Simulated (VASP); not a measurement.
A run of VASP 6.6.1:

INCAR

```
ALGO = Fast
EDIFF = 1E-6
ENCUT = 520
GGA = PE
ISIF = 2
ISMEAR = 0
LASPH = T
LCHARG = F
LREAL = F
LWAVE = F
NBANDS = 41
NELM = 80
PREC = Accurate
SIGMA = 0.1
```

KPOINTS

```
k-points
0
Gamma
  6 6 2
```

The input POSCAR:

```
CaTa2
1.0
    3.2503928193      0.0000000000      0.0000000000
   -1.6251964097      2.8149227538      0.0000000000
    0.0000000000      0.0000000000     12.6426951804
Ca Ta
2 4
Direct
    0.3333333333      0.6666666667      0.2500000000
    0.6666666667      0.3333333333      0.7500000000
    0.3333333333      0.6666666667      0.6275000000
    0.6666666667      0.3333333333      0.1275000000
    0.3333333333      0.6666666667      0.8725000000
    0.6666666667      0.3333333333      0.3725000000
```

Potentials or basis: VASP PAW PBE potentials, release 64 (Ca_sv, Ta_pv).

The run is started by

```bash
$ cat potpaw_PBE.64/Ca_sv/POTCAR potpaw_PBE.64/Ta_pv/POTCAR > POTCAR
$ mpirun -np 1 vasp_std > vasp.out
```

Hardware: 1 thread of Intel(R) Xeon(R) Platinum 8259CL CPU @ 2.50GHz (Skylake/Cascade Lake) (shared host).

Estimate the wall time of this run.

Run time: 2.3 min on 1 thread of Intel(R) Xeon(R) Platinum 8259CL CPU @ 2.50GHz (Skylake/Cascade Lake), on a shared host, peak memory 0.24 GiB. Counts: scf iterations 21, k points 14.
